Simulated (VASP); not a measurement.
# NiH3 (Pm-3m) in VASP: further runs

NiH3 is run at these levels: PBE; tasks: single point.

Program: VASP 6.6.1. These are calculated values, not measurements. Logs are shortened: lines on timing, memory, paths and dates and some standing lists are left out, and cuts for length are marked.

## 1. The cell of the first run

Symmetry: Pm-3m, No. 221, cubic system. The conventional cell has a = 2.667 Å, b = 2.667 Å, c = 2.667 Å, α = 90.00°, β = 90.00°, γ = 90.00°. Within 2.5 Å of Ni (site symmetry m-3m) lie 12 H at 1.89 Å. Within 2.5 Å of H (site symmetry 4/mmm) lie 4 Ni at 1.89 Å and 8 H at 1.89 Å.

## 2. Single point, PBE, collinear spin, ferromagnetic start

Input file INCAR:

```
SYSTEM = NiH3
ALGO = Normal ; EDIFF = 1E-7
ENCUT = 520 ; GGA = PE
ISIF = 2 ; ISMEAR = 0
ISPIN = 2 ; LASPH = .True.
LCHARG = .True. ; LELF = .True.
LMAXMIX = 4 ; LORBIT = 11
LREAL = .False. ; LVHAR = .True.
LWAVE = .False. ; MAGMOM = 0.24 0 0 0
NBANDS = 18 ; NELM = 150
PREC = Accurate ; SIGMA = 0.1
```

Input file KPOINTS:

```
k-points
0
Gamma
  6 6 6
  0 0 0
```

Input file POSCAR:

```
NiH3
1.0
    2.6668412249      0.0000000000      0.0000000000
    0.0000000000      2.6668412249      0.0000000000
    0.0000000000      0.0000000000      2.6668412249
Ni H
1 3
Direct
    0.0000000000      0.0000000000      0.0000000000
    0.0000000000      0.5000000000      0.5000000000
    0.5000000000      0.0000000000      0.5000000000
    0.5000000000      0.5000000000      0.0000000000
```

Potentials or basis: VASP PAW PBE potentials, release 64 (Ni, H).

The run is started by

```sh
$ cat potpaw_PBE.64/Ni/POTCAR potpaw_PBE.64/H/POTCAR > POTCAR
$ mpirun -np 1 vasp_std > vasp.out
```

OUTCAR:

```text
SYSTEM = NiH3
   EDIFF = 1E-7
   ENCUT = 520
   GGA = PE
   ISIF = 2
   ISMEAR = 0
   ISPIN = 2
   LASPH = .True.
   LORBIT = 11
   LREAL = .False.
   NELM = 150
   PREC = Accurate

 ion  position               nearest neighbor table
   1  0.000  0.000  0.000-   2 1.89   3 1.89   4 1.89   2 1.89   3 1.89   2 1.89   4 1.89   2 1.89
                             3 1.89   4 1.89   3 1.89   4 1.89
   2  0.000  0.500  0.500-   1 1.89   1 1.89   1 1.89   1 1.89
   3  0.500  0.000  0.500-   1 1.89   1 1.89   1 1.89   1 1.89
   4  0.500  0.500  0.000-   1 1.89   1 1.89   1 1.89   1 1.89

  LATTYP: Found a simple cubic cell.
 ALAT       =     2.6668412249

  Lattice vectors:

 A1 = (   2.6668412249,   0.0000000000,   0.0000000000)
 A2 = (   0.0000000000,   2.6668412249,   0.0000000000)
 A3 = (   0.0000000000,   0.0000000000,   2.6668412249)

Analysis of symmetry for initial positions (statically):
=====================================================================
 Subroutine PRICEL returns:
 Original cell was already a primitive cell.

 Routine SETGRP: Setting up the symmetry group for a
 simple cubic supercell.

 Subroutine GETGRP returns: Found 48 space group operations
 (whereof 48 operations were pure point group operations)
 out of a pool of 48 trial point group operations.

The static configuration has the point symmetry O_h .

Analysis of symmetry for dynamics (positions and initial velocities):
=====================================================================
 Subroutine PRICEL returns:
 Original cell was already a primitive cell.

 Routine SETGRP: Setting up the symmetry group for a
 simple cubic supercell.

 Subroutine GETGRP returns: Found 48 space group operations
 (whereof 48 operations were pure point group operations)
 out of a pool of 48 trial point group operations.

The dynamic configuration has the point symmetry O_h .

Analysis of structural, dynamic, and magnetic symmetry:
=====================================================================
 Subroutine PRICEL returns:
 Original cell was already a primitive cell.

 Routine SETGRP: Setting up the symmetry group for a
 simple cubic supercell.

 Subroutine GETGRP returns: Found 48 space group operations
 (whereof 48 operations were pure point group operations)
 out of a pool of 48 trial point group operations.

The overall configuration has the point symmetry O_h .

 Subroutine INISYM returns: Found 48 space group operations
 (whereof 48 operations are pure point group operations),
 and found     1 'primitive' translations

----------------------------------------------------------------------------------------

                                     Primitive cell

  volume of cell :      18.9667

  direct lattice vectors                    reciprocal lattice vectors
     2.666841225  0.000000000  0.000000000     0.374975454  0.000000000  0.000000000
     0.000000000  2.666841225  0.000000000     0.000000000  0.374975454  0.000000000
     0.000000000  0.000000000  2.666841225     0.000000000  0.000000000  0.374975454

  length of vectors
     2.666841225  2.666841225  2.666841225     0.374975454  0.374975454  0.374975454

  position of ions in fractional coordinates (direct lattice)
     0.000000000  0.000000000  0.000000000
     0.000000000  0.500000000  0.500000000
     0.500000000  0.000000000  0.500000000
     0.500000000  0.500000000  0.000000000

  ion indices of the primitive-cell ions
   primitive index   ion index
                 1           1
                 2           2
                 3           3
                 4           4

----------------------------------------------------------------------------------------

 KPOINTS: k-points

Automatic generation of k-mesh.
 Grid dimensions read from file:
 generate k-points for:    6    6    6

 Generating k-lattice:

  Cartesian coordinates                     Fractional coordinates (reciprocal lattice)
     0.062495909  0.000000000  0.000000000     0.166666667  0.000000000  0.000000000
     0.000000000  0.062495909  0.000000000     0.000000000  0.166666667  0.000000000
     0.000000000  0.000000000  0.062495909     0.000000000  0.000000000  0.166666667

  Length of vectors
     0.062495909  0.062495909  0.062495909

  Shift w.r.t. Gamma in fractional coordinates (k-lattice)
     0.000000000  0.000000000  0.000000000

 Subroutine IBZKPT returns following result:
 ===========================================

 Found     20 irreducible k-points:

 Following reciprocal coordinates:
            Coordinates               Weight
  0.000000  0.000000  0.000000      1.000000
  0.166667  0.000000  0.000000      6.000000
  0.333333  0.000000  0.000000      6.000000
  0.500000  0.000000  0.000000      3.000000
  0.166667  0.166667  0.000000     12.000000
  0.333333  0.166667  0.000000     24.000000
[... 12 lines left out ...]
  0.500000  0.500000  0.333333      6.000000
  0.500000  0.500000  0.500000      1.000000
   k-points           NKPTS =     20   k-points in BZ     NKDIM =     20   number of bands    NBANDS=     18
   number of dos      NEDOS =    301   number of ions     NIONS =      4
   total plane-waves  NPLWV =   8000
   dimension x,y,z NGX =    20 NGY =   20 NGZ =   20
   dimension x,y,z NGXF=    40 NGYF=   40 NGZF=   40
   ions per type =               1   3
   NGX,Y,Z   is equivalent  to a cutoff of  12.47, 12.47, 12.47 a.u.
   NGXF,Y,Z  is equivalent  to a cutoff of  24.94, 24.94, 24.94 a.u.
 SYSTEM =  NiH3
   PREC   = accura    normal or accurate (medium, high low for compatibility)
   ISTART =      0    job   : 0-new  1-cont  2-samecut
   ICHARG =      2    charge: 1-file 2-atom 10-const
   ISPIN  =      2    spin polarized calculation?
   LNONCOLLINEAR =      F non collinear calculations
   LSORBIT =      F    spin-orbit coupling
   LASPH  =      T    aspherical Exc in radial PAW
   ENCUT  =  520.0 eV  38.22 Ry    6.18 a.u.   4.96  4.96  4.96*2*pi/ulx,y,z
   NELM   =    150;   NELMIN=  2; NELMDL= -5     # of ELM steps
   EDIFF  = 0.1E-06   stopping-criterion for ELM
   LREAL  =      F    real-space projection
   EDIFFG = 0.1E-05   stopping-criterion for IOM
   NSW    =      0    number of steps for IOM
   IBRION =     -1    ionic relax: 0-MD 1-quasi-New 2-CG
   NFREE  =      0    steps in history (QN), initial steepest desc. (CG)
   ISIF   =      2    stress and relaxation
   ISYM   =      2    0-nonsym 1-usesym 2-fastsym
   POTIM  = 0.5000    time-step for ionic-motion
   TEBEG  =    0.0;   TEEND  =   0.0 temperature during run
   PSTRESS=    0.0 pullay stress
   NELECT =      13.0000    total number of electrons
   NUPDOWN=      -1.0000    fix difference up-down
   EMIN   =  10.00;   EMAX   =-10.00  energy-range for DOS
   EFERMI =   0.00;   METHOD = LEGACY
   ISMEAR =     0;   SIGMA  =   0.10  broadening in eV -4-tet -1-fermi 0-gaus
   EFERMI_NEDOS =   21; number of points for ismear=-14 and -15
   IALGO  =     38    algorithm
   IMIX   =      4    mixing-type and parameters
     AMIX     =   0.40;   BMIX     =  1.00
     AMIX_MAG =   1.60;   BMIX_MAG =  1.00
  volume/ion in A,a.u.               =       4.74        32.00
  Fermi-wavevector in a.u.,A,eV,Ry     =   1.443418  2.727665 28.347134  2.083456
  Thomas-Fermi vector in A             =   2.561828
   LORBIT       =     11    0 simple, 1 ext, 2 COOP (PROOUT), +10 PAW based schemes
   GGA     = PE    functional components
   LHFCALC =     F    Hartree Fock is set to
   AEXX    =    0.0000 exact exchange contribution
   IVDW    =     0    specifies the selected vdW correction
   LEPSILON=     F    determine dielectric tensor
   LRPA    =     F    only Hartree local field effects (RPA)
 spin polarized calculation
 Gauss-broadening in eV      SIGMA  =   0.10
  energy-cutoff  :      520.00
  volume of cell :       18.97
 maximum number of plane-waves:       536
 NGX is ok and might be reduce to    20
   NGX =  9   NGY =  9   NGZ =  9

 number of electron      12.9999969 magnetization       0.0003002

 number of electron      12.9999969 magnetization      -0.0000357

 Free energy of the ion-electron system (eV)
  ---------------------------------------------------
  ext. energy  EPLUGINS =         0.00000000
  ---------------------------------------------------
  free energy    TOTEN  =       -14.22460285 eV

  energy without entropy =      -14.21531896  energy(sigma->0) =      -14.21996090

 E-fermi :   7.2552     XC(G=0): -12.3926

 val. band max:        7.2272762483   @ k =   0.3333   0.1667   0.0000
 cond. band min:       7.4134307086   @ k =   0.3333   0.3333   0.1667
 fundamental gap:      0.1861544602
 Fermi energy:         7.2552310279

 spin component 1

 k-point     1 :       0.0000    0.0000    0.0000
  band No.  band energies     occupation
      1      -6.5311      1.00000
      2       2.6160      1.00000
      3       2.6160      1.00000
      4       5.5745      1.00000
      5       5.5745      1.00000
      6       5.5745      1.00000
[... 10 lines left out ...]
     17      34.5450      0.00000
     18      39.2877      0.00000

 k-point     2 :       0.1667    0.0000    0.0000
  band No.  band energies     occupation
      1      -5.9556      1.00000
      2       2.4452      1.00000
      3       2.8662      1.00000
      4       5.3614      1.00000
      5       5.3614      1.00000
      6       5.5900      1.00000
[... 10 lines left out ...]
     17      36.9015      0.00000
     18      38.2653      0.00000
[... 358 lines left out ...]
 k-point    20 :       0.5000    0.5000    0.5000
  band No.  band energies     occupation
      1       1.1752      1.00000
      2       1.1752      1.00000
      3       1.1752      1.00000
      4       6.1122      1.00000
      5       6.1122      1.00000
      6      10.3127      0.00000
[... 10 lines left out ...]
     17      48.3277      0.00000
     18      48.3277      0.00000
 Fermi energy:         7.2552310279

 spin component 2

 k-point     1 :       0.0000    0.0000    0.0000
  band No.  band energies     occupation
      1      -6.5312      1.00000
      2       2.6160      1.00000
      3       2.6160      1.00000
      4       5.5744      1.00000
      5       5.5744      1.00000
      6       5.5744      1.00000
[... 10 lines left out ...]
     17      34.5450      0.00000
     18      39.2877      0.00000

 k-point     2 :       0.1667    0.0000    0.0000
  band No.  band energies     occupation
      1      -5.9556      1.00000
      2       2.4452      1.00000
      3       2.8662      1.00000
      4       5.3614      1.00000
      5       5.3614      1.00000
      6       5.5900      1.00000
[... 10 lines left out ...]
     17      36.9015      0.00000
     18      38.2653      0.00000
[... 358 lines left out ...]
 k-point    20 :       0.5000    0.5000    0.5000
  band No.  band energies     occupation
      1       1.1752      1.00000
      2       1.1752      1.00000
      3       1.1752      1.00000
      4       6.1122      1.00000
      5       6.1122      1.00000
      6      10.3127      0.00000
[... 10 lines left out ...]
     17      48.3277      0.00000
     18      48.3277      0.00000

------------------------ aborting loop because EDIFF is reached ----------------------------------------

  FORCE on cell =-STRESS in cart. coord.  units (eV):
  Direction    XX          YY          ZZ          XY          YZ          ZX
  --------------------------------------------------------------------------------------
  -------------------------------------------------------------------------------------
  Total       -0.0369531     -0.0369531     -0.0369531     -0.0000000      0.0000000      0.0000000
  in kB       -3.1215486     -3.1215486     -3.1215486     -0.0000000      0.0000000      0.0000000
  external PRESSURE =      -3.1215486 kB  Pullay stress =       0.0000000 kB

 VOLUME and BASIS-vectors are now :
 -----------------------------------------------------------------------------
  energy-cutoff  :      520.00
  volume of cell :       18.97
      direct lattice vectors                 reciprocal lattice vectors
     2.666841225  0.000000000  0.000000000     0.374975454  0.000000000  0.000000000
     0.000000000  2.666841225  0.000000000     0.000000000  0.374975454  0.000000000
     0.000000000  0.000000000  2.666841225     0.000000000  0.000000000  0.374975454

 POSITION                                       TOTAL-FORCE (eV/Angst)
 -----------------------------------------------------------------------------------
      0.00000      0.00000      0.00000         0.000000      0.000000      0.000000
      0.00000      1.33342      1.33342         0.000000      0.000000      0.000000
      1.33342      0.00000      1.33342         0.000000      0.000000      0.000000
      1.33342      1.33342      0.00000         0.000000      0.000000      0.000000
 -----------------------------------------------------------------------------------
    total drift:                                0.000000      0.000000     -0.000000

  FREE ENERGIE OF THE ION-ELECTRON SYSTEM (eV)
  ---------------------------------------------------
  free  energy   TOTEN  =       -14.2246028500 eV

  energy  without entropy=      -14.2153189598  energy(sigma->0) =      -14.21996090

 total charge

# of ion       s       p       d       tot
------------------------------------------
    1        0.422   0.575   8.446   9.444
    2        0.457   0.025   0.000   0.482
    3        0.457   0.025   0.000   0.482
    4        0.457   0.025   0.000   0.482
--------------------------------------------------
tot          1.794   0.651   8.446  10.891

 magnetization (x)

# of ion       s       p       d       tot
------------------------------------------
    1       -0.000  -0.000  -0.000  -0.000
    2       -0.000  -0.000   0.000  -0.000
    3       -0.000  -0.000   0.000  -0.000
    4       -0.000  -0.000   0.000  -0.000
--------------------------------------------------
tot         -0.000  -0.000  -0.000  -0.000
```

Run time: 31 s. Hardware: 1 thread of Intel Xeon Platinum 8259CL at 2.50GHz (Skylake/Cascade Lake), shared host; peak memory 0.14 GiB.

What came out:

* Free energy: -14.2246 eV
* Pressure: -0.3 GPa
* Net moment: 0.00 μB per cell
* Valence electrons inside the program's atomic spheres: Ni 9.44; H 0.48

Levels at points of the mesh, in eV from the Fermi level:
Spin up:
```csv
k point,band 5,band 6,band 7,band 8,band 9,band 10
"(0.00, 0.00, 0.00)",-1.68,-1.68,5.02,5.02,9.74,9.74
"(0.50, 0.00, 0.00)",-2.46,-1.62,-0.58,3.43,13.22,15.36
"(0.50, 0.50, 0.00)",-2.29,-2.29,-1.19,2.03,3.77,14.89
"(0.50, 0.50, 0.50)",-1.14,3.06,3.06,3.06,4.41,4.41
```
Spin down:
```
           k point  band 4  band 5  band 6  band 7  band 8  band 9  band 10  band 11
(0.00, 0.00, 0.00)   -1.68   -1.68   -1.68    5.02    5.02    9.74     9.74     9.74
(0.50, 0.00, 0.00)   -2.46   -2.46   -1.62   -0.58    3.43   13.22    15.36    15.36
(0.50, 0.50, 0.00)   -3.66   -2.29   -2.29   -1.19    2.03    3.77    14.89    14.89
(0.50, 0.50, 0.50)   -1.14   -1.14    3.06    3.06    3.06    4.41     4.41     4.41
```

Caveat: the k points lie up to 0.39 Å⁻¹ apart.

## 3. Single point, PBE, collinear spin, ferromagnetic start

This run uses another cell than the first one, of 6.54 Å³/atom, 1.380 times its volume.

Input file INCAR:

```
PREC = Accurate
ENCUT = 520
EDIFF = 1E-6
ISMEAR = 0
SIGMA = 0.1
LREAL = False
LASPH = True
NELM = 150
ALGO = Normal
ISIF = 2
LWAVE = False
LCHARG = False
ISPIN = 2
MAGMOM = 2 0 0 0
LORBIT = 11
LMAXMIX = 4
GGA = PE
NBANDS = 18
```

Input file KPOINTS:

```
Automatic mesh
0
Gamma
  6 6 6
```

Input file POSCAR:

```
NiH3
1.0
    2.9688842105      0.0000000000      0.0000000000
    0.0000000000      2.9688842105      0.0000000000
    0.0000000000      0.0000000000      2.9688842105
Ni H
1 3
Direct
    0.0000000000      0.0000000000      0.0000000000
    0.0000000000      0.5000000000      0.5000000000
    0.5000000000      0.0000000000      0.5000000000
    0.5000000000      0.5000000000      0.0000000000
```

Potentials or basis: VASP PAW PBE potentials, release 64 (Ni, H).

The run is started by

```sh
$ cat potpaw_PBE.64/Ni/POTCAR potpaw_PBE.64/H/POTCAR > POTCAR
$ mpirun -np 1 vasp_std > vasp.out
```

OUTCAR:

```text
PREC = Accurate
   ENCUT = 520
   EDIFF = 1E-6
   ISMEAR = 0
   LREAL = False
   LASPH = True
   NELM = 150
   ISIF = 2
   ISPIN = 2
   LORBIT = 11
   GGA = PE

 ion  position               nearest neighbor table
   1  0.000  0.000  0.000-
   2  0.000  0.500  0.500-
   3  0.500  0.000  0.500-
   4  0.500  0.500  0.000-

  LATTYP: Found a simple cubic cell.
 ALAT       =     2.9688842105

  Lattice vectors:

 A1 = (   2.9688842105,   0.0000000000,   0.0000000000)
 A2 = (   0.0000000000,   2.9688842105,   0.0000000000)
 A3 = (   0.0000000000,   0.0000000000,   2.9688842105)

Analysis of symmetry for initial positions (statically):
=====================================================================
 Subroutine PRICEL returns:
[... 1034 lines left out ...]
     17      38.2890      0.00000
     18      38.2890      0.00000

------------------------ aborting loop because EDIFF is reached ----------------------------------------

  FORCE on cell =-STRESS in cart. coord.  units (eV):
  Direction    XX          YY          ZZ          XY          YZ          ZX
  --------------------------------------------------------------------------------------
  -------------------------------------------------------------------------------------
  Total       -4.8420137     -4.8420137     -4.8420137      0.0000000      0.0000000     -0.0000000
  in kB     -296.4536578   -296.4536578   -296.4536578      0.0000000      0.0000000     -0.0000000
  external PRESSURE =    -296.4536578 kB  Pullay stress =       0.0000000 kB

 VOLUME and BASIS-vectors are now :
 -----------------------------------------------------------------------------
  energy-cutoff  :      520.00
  volume of cell :       26.17
      direct lattice vectors                 reciprocal lattice vectors
     2.968884211  0.000000000  0.000000000     0.336826878  0.000000000  0.000000000
     0.000000000  2.968884211  0.000000000     0.000000000  0.336826878  0.000000000
     0.000000000  0.000000000  2.968884211     0.000000000  0.000000000  0.336826878

 POSITION                                       TOTAL-FORCE (eV/Angst)
 -----------------------------------------------------------------------------------
      0.00000      0.00000      0.00000         0.000000      0.000000      0.000000
      0.00000      1.48444      1.48444         0.000000      0.000000      0.000000
      1.48444      0.00000      1.48444         0.000000      0.000000      0.000000
      1.48444      1.48444      0.00000         0.000000      0.000000      0.000000
 -----------------------------------------------------------------------------------
    total drift:                                0.000000      0.000000      0.000000

  FREE ENERGIE OF THE ION-ELECTRON SYSTEM (eV)
  ---------------------------------------------------
  free  energy   TOTEN  =       -13.3519078931 eV

  energy  without entropy=      -13.3401804919  energy(sigma->0) =      -13.34604419

 total charge

# of ion       s       p       d       tot
------------------------------------------
    1        0.316   0.342   8.314   8.972
    2        0.405   0.013   0.000   0.417
    3        0.405   0.013   0.000   0.417
    4        0.405   0.013   0.000   0.417
--------------------------------------------------
tot          1.530   0.380   8.314  10.224

 magnetization (x)

# of ion       s       p       d       tot
------------------------------------------
    1        0.005   0.007   0.198   0.210
    2        0.005   0.000   0.000   0.006
    3        0.005   0.000   0.000   0.006
    4        0.005   0.000   0.000   0.006
--------------------------------------------------
tot          0.021   0.008   0.198   0.226
```

stdout:

```text
POSCAR found type information on POSCAR NiH
 POSCAR found :  2 types and       4 ions
 scaLAPACK will be used
 LDA part: xc-table for (Slater+PW92), standard interpolation
 POSCAR, INCAR and KPOINTS ok, starting setup
 FFT: planning ... GRIDC
 FFT: planning ... GRID_SOFT
 FFT: planning ... GRID
 WAVECAR not read
 entering main loop
```

Wall time 24 s (1 thread of Intel Xeon Platinum 8259CL at 2.50GHz (Skylake/Cascade Lake), shared host); peak memory 0.15 GiB.

What came out:

```yaml
Free_energy: -13.3519 eV
Pressure: -29.6 GPa
Net_moment: 0.25 μB per cell
Site_moments: Ni +0.21; H +0.01 μB
Valence_electrons_inside_the_program's_atomic_spheres: Ni 8.97; H 0.42
```
